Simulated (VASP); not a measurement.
SbRu2, 3 atoms in the cell. It takes space group I4/mmm (No. 139, tetragonal). Conventional cell: a = 3.560 Å, b = 3.560 Å, c = 7.920 Å, α = 90.00°, β = 90.00°, γ = 90.00°. Sb (site symmetry 4/mmm) has 10 Ru at 2.65 to 2.84 Å and 4 Sb at 3.56 Å within 3.6 Å. Within 3.6 Å of Ru (site symmetry 4mm) lie 9 Ru at 2.62 to 3.56 Å and 5 Sb at 2.65 to 2.84 Å. 

```yaml
Program: VASP 6.6.1
Task: single point
Functional: PBE
Potentials_or_basis: VASP PAW PBE potentials, release 64 (Sb, Ru_pv)
Cutoff: 520 eV
k_mesh: 8 × 8 × 8
Occupations: gaussian, width 0.1 eV
Spin: no spin polarisation
Dipole_correction: no
Further_INCAR_settings: ALGO = Normal; EDIFF = 1e-06; NBANDS = 24
```

Potentials or basis: VASP PAW PBE potentials, release 64 (Sb, Ru_pv).

The run is started by

```console
$ cat potpaw_PBE.64/Sb/POTCAR potpaw_PBE.64/Ru_pv/POTCAR > POTCAR
$ mpirun -np 1 vasp_std > vasp.out
```

Hardware: 1 thread of Intel(R) Xeon(R) 6975P-C (Granite Rapids), with other jobs on the host.

Question: How long does it take, and how much memory?

Answer: Run time: 30 s on 1 thread of Intel(R) Xeon(R) 6975P-C (Granite Rapids), on a shared host, peak memory 0.23 GiB. Counts: scf iterations 12, k points 59.
